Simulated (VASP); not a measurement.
Set up this calculation in VASP 6.6.1, as the native input.

```yaml
Task: single point
Functional: LDA
Potentials_or_basis: VASP PAW LDA potentials, release 64 (La, O, F)
Cutoff: 600 eV
k_mesh: 2 × 2 × 2
Occupations: gaussian, width 0.01 eV
Spin: no spin polarisation
Dipole_correction: no
Further_INCAR_settings: ALGO = Normal; EDIFF = 1e-06; NBANDS = 33
```

The structure of LaOF lies in POSCAR:

```
LaOF
1.0
    4.0910000000      0.0000000000      0.0000000000
    0.0000000000      4.0910000000      0.0000000000
    0.0000000000      0.0000000000      5.8520000000
La O F
2 2 2
Direct
    1.0000000000      0.5000000000      0.7780000000
    0.5000000000      0.0000000000      0.2220000000
    1.0000000000      0.0000000000      0.5000000000
    0.5000000000      0.5000000000      0.5000000000
    1.0000000000      0.0000000000      0.0000000000
    0.5000000000      0.5000000000      0.0000000000
```

One way to write it, as run:

INCAR

```
SYSTEM = LaOF
ALGO = Normal
EDIFF = 1E-6
ENCUT = 600
GGA = CA
GGA_COMPAT = .FALSE.
ISIF = 2
ISMEAR = 0
LASPH = .TRUE.
LCHARG = .FALSE.
LMAXMIX = 6
LREAL = .FALSE.
LWAVE = .FALSE.
NBANDS = 33
NELM = 200
PREC = Accurate
SIGMA = 0.01
```

KPOINTS

```
k-points
0
G
  2 2 2
  0 0 0
```

Potentials or basis: VASP PAW LDA potentials, release 64 (La, O, F).

Launch:

```bash
$ cat potpaw_LDA.64/La/POTCAR potpaw_LDA.64/O/POTCAR potpaw_LDA.64/F/POTCAR > POTCAR
$ mpirun -np 1 vasp_std > vasp.out
```

It gave:

```
Pressure               : -8.5 GPa
Largest force          : 7.752 eV/Å
Band gap on the k mesh : 1.71 eV (least direct gap 1.71 eV)
```

Caveat: the k points lie up to 0.77 Å⁻¹ apart; spin-orbit coupling is left out, which moves the levels of the heavy elements; forces of over 1 eV/Å act on the atoms, so gaps and moduli don't describe the material at rest.

It took 56 s on 1 thread of Intel(R) Xeon(R) Platinum 8375C CPU @ 2.90GHz (Ice Lake), with other jobs on the host, peak memory 0.2 GiB.
